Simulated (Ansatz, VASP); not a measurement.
# OsSe in VASP and in Ansatz

The input POSCAR:

```
OsSe
1.0
    0.0000000000      2.7347795838      2.7347795838
    2.7347795838      0.0000000000      2.7347795838
    2.7347795838      2.7347795838      0.0000000000
Os Se
1 1
Direct
    0.0000000000      0.0000000000      0.0000000000
    0.2500000000      0.2500000000      0.2500000000
```

File INCAR.step1:

```
  PREC = Accurate
  ENCUT = 520
  ISMEAR = 0
  SIGMA = 0.05
  LREAL = F
  LASPH = T
  NELM = 150
  ISPIN = 2
  MAGMOM = 0.12 0
  LMAXMIX = 4
  NBANDS = 18
  GGA = PE
  ALGO = Normal
  EDIFF = 1E-4
  LWAVE = T
  LCHARG = F
```

The input INCAR.step2:

```
  PREC = Accurate
  ENCUT = 520
  EDIFF = 1E-7
  ISMEAR = 0
  SIGMA = 0.05
  LREAL = F
  LASPH = T
  NELM = 150
  ALGO = Normal
  ISIF = 2
  LWAVE = F
  LCHARG = F
  ISPIN = 2
  MAGMOM = 0.12 0
  LORBIT = 11
  LMAXMIX = 4
  METAGGA = R2SCAN
  LMIXTAU = T
  NBANDS = 18
  ISTART = 1
```

Contents of KPOINTS:

```
Automatic mesh
0
Gamma
  10 10 10
```

Input for Ansatz:

```yaml
crystal:
  lattice:
    - [0.0, 2.7347795838, 2.7347795838]
    - [2.7347795838, 0.0, 2.7347795838]
    - [2.7347795838, 2.7347795838, 0.0]
  atoms:
    - { symbol: Os, position: [0.0, 0.0, 0.0], spin: 0.12 }
    - { symbol: Se, position: [0.25, 0.25, 0.25] }
basis:
  ecutwfc: 500
  ecutrho_ratio: 4
kpoints:
  mp_grid: { grid: [10, 10, 10] }
hamiltonian:
  xc: r2scan
scf:
  occupations: { method: gaussian, width: 0.05 }
output:
  forces: true
  stress: true
  eigenvalues: true
  populations: true
magnetization:
  spin_polarized: true
```

Alike in both runs: task single point; functional r2SCAN; k mesh 10 × 10 × 10; occupations gaussian, width 0.05 eV; collinear spin.

|  | VASP | Ansatz |
| --- | --- | --- |
| version | VASP 6.6.1 | Ansatz 0.2.0 |
| potentials or method | VASP PAW PBE potentials, release 64 (Os, Se), cutoff 520 eV | scalar-relativistic, plane waves, PAW |
| valence electrons in the cell | 14 | 32 |

|  | VASP | Ansatz | Ansatz less VASP |
| --- | --- | --- | --- |
| gap on the k mesh at the Fermi level (eV) | none | none | - |
| pressure (GPa) | 0.6 | -0.1 | -0.71 |
| net moment per atom (μB) | 0.06 | 0.07 | +0.001 |
| size of the moment on the site where the two differ most (μB) | 0.12 | 0.10 | -0.026 |

VASP's potentials were made for PBE, not for r2SCAN. Site moments also hang on the region over which each program counts them. A gap of «none» marks a metal or a gap that the smearing closes. With one functional, cell and mesh, what is left measures potentials, basis and numerics. VASP's potentials hold 14 valence electrons a cell and Ansatz's 32, so a difference there can come from the potentials and not from the codes. Ansatz's warnings: stability check not made.

Spin-orbit coupling is off throughout.
